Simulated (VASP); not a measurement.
GaAs, 2 atoms in the cell. It takes space group I-4m2 (No. 119, tetragonal). The conventional cell has a = 3.886 Å, b = 3.886 Å, c = 5.809 Å, α = 90.00°, β = 90.00°, γ = 90.00°. Ga (site symmetry -4m2) has 4 As at 2.43 Å within 3.2 Å. Within 3.2 Å of As (site symmetry -4m2) lie 4 Ga at 2.43 Å.  This cell differs from its parent crystal: epitaxial xy strain -3.0%.

* Program: VASP 6.6.1
* Task: dielectric tensor
* Functional: r2SCAN
* Potentials or basis: VASP PAW PBE potentials, release 64 (Ga_d, As)
* Cutoff: 520 eV
* k mesh: 6 × 6 × 6
* Occupations: gaussian, width 0.01 eV
* Spin: no spin polarisation
* Dipole correction: no
* Further INCAR settings: ALGO = Normal; EDIFF = 1e-08

Potentials or basis: VASP PAW PBE potentials, release 64 (Ga_d, As).

Launch:

```console
$ cat potpaw_PBE.64/Ga_d/POTCAR potpaw_PBE.64/As/POTCAR > POTCAR
$ mpirun -np 1 vasp_std > vasp.out
```

Hardware: 1 thread of Intel(R) Xeon(R) 6975P-C (Granite Rapids), with other jobs on the host.

Task: Estimate the wall time of this run.

Result: It took 39 min on 1 thread of Intel(R) Xeon(R) 6975P-C (Granite Rapids) (shared host), peak memory 0.39 GiB. Counts: scf iterations 116, k points 30.
